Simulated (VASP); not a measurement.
A run of VASP 6.6.1 is set up as follows.

File INCAR:

```
ALGO = Normal
EDIFF = 1E-8
ENCUT = 520
GGA = PS
ISIF = 2
ISMEAR = -1
LASPH = True
LCHARG = False
LEFG = True
LREAL = False
LWAVE = False
NBANDS = 14
NELM = 80
PREC = Accurate
SIGMA = 0.05
```

KPOINTS

```
k-points
0
Gamma
  15 15 15
```

File POSCAR:

```
HfC
1.0
   -0.0465000000      2.3017500000      2.3017500000
    2.3017500000     -0.0465000000      2.3017500000
    2.3017500000      2.3017500000     -0.0465000000
Hf C
1 1
Direct
    0.5000000000      0.5000000000      0.5000000000
    0.0000000000      0.0000000000      0.0000000000
```

Potentials or basis: VASP PAW PBE potentials, release 64 (Hf_pv, C).

Run with:

```console
$ cat potpaw_PBE.64/Hf_pv/POTCAR potpaw_PBE.64/C/POTCAR > POTCAR
$ mpirun -np 1 vasp_std > vasp.out
```

**Question.** What does it give for the pressure?

**Answer.** -6.9 GPa.

**Question.** What does it give for the band gap on the k mesh?

**Answer.** Zero (bands 7 and 8 overlap by 1.46 eV).

Stress tensor (GPa, compression positive):
```
-6.92  3.22  3.22
 3.22 -6.92  3.22
 3.22  3.22 -6.92
```

Caveat: the cell differs from its parent crystal (equal xy, yz and zx shear strains of -2 %); the cell stands under tension; without QUAD_EFG the Cq values of the log hold for a quadrupole moment of 1 mb, not for the nuclei; the PAW data sets were made with another functional, which shifts forces and pressure a little; spin-orbit coupling is left out, which moves the levels of the heavy elements.
